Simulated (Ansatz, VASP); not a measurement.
# Two plane-wave programs on Hg

INCAR

```
PREC = Accurate
ENCUT = 520
EDIFF = 1E-7
ISMEAR = 0
SIGMA = 0.15
LREAL = F
LASPH = T
NELM = 100
ALGO = Normal
ISIF = 2
LWAVE = F
LCHARG = F
GGA = PE
IVDW = 12
NBANDS = 32
```

Contents of KPOINTS:

```
Automatic mesh
0
Gamma
  18 18 6
```

File POSCAR:

```
Hg
1.0
    3.3374995657      0.0000000000      0.0000000000
   -1.6687497829      2.8903594090      0.0000000000
    0.0000000000      0.0000000000      9.7941495575
Hg
4
Direct
    0.0000000000      0.0000000000      0.0000000000
    0.3333333333      0.6666666667      0.2500000000
    0.0000000000      0.0000000000      0.5000000000
    0.6666666667      0.3333333333      0.7500000000
```

Input for Ansatz:

```yaml
crystal:
  lattice:
    - [3.3374995657, 0.0, 0.0]
    - [-1.6687497829, 2.890359409, 0.0]
    - [0.0, 0.0, 9.7941495575]
  atoms:
    - { symbol: Hg, position: [0.0, 0.0, 0.0] }
    - { symbol: Hg, position: [0.3333333333, 0.6666666667, 0.25] }
    - { symbol: Hg, position: [0.0, 0.0, 0.5] }
    - { symbol: Hg, position: [0.6666666667, 0.3333333333, 0.75] }
basis:
  ecutwfc: 420
kpoints:
  mp_grid: { grid: [18, 18, 6] }
hamiltonian:
  xc: pbe
  dispersion: d3bj
scf:
  occupations: { method: gaussian, width: 0.15 }
output:
  forces: true
  stress: true
  eigenvalues: true
```

Change from the starting cell: strain -0.0750 x Voigt [0, 0, 1, 0, 0, 0], atoms carried along.

Alike in both runs: task single point; functional PBE; dispersion D3(BJ); k mesh 18 × 18 × 6; occupations gaussian, width 0.15 eV; no spin polarisation.

```csv
,VASP,Ansatz
version,VASP 6.6.1,Ansatz 0.2.0
potentials or method,"VASP PAW PBE potentials, release 64 (Hg), cutoff 520 eV","scalar-relativistic, plane waves, PAW"
valence electrons in the cell,48,80
```

```tsv
	VASP	Ansatz	Ansatz less VASP
gap on the k mesh at the Fermi level (eV)	none	none	-
pressure (GPa)	2.2	1.8	-0.34
traceless stress, the component that is largest in VASP (GPa)	0.00	-0.10	-0.105
```

A gap of «none» marks a metal or a gap that the smearing closes. VASP's potentials hold 48 valence electrons a cell and Ansatz's 80, so a difference there can come from the potentials and not from the codes.

Spin-orbit coupling is off throughout.
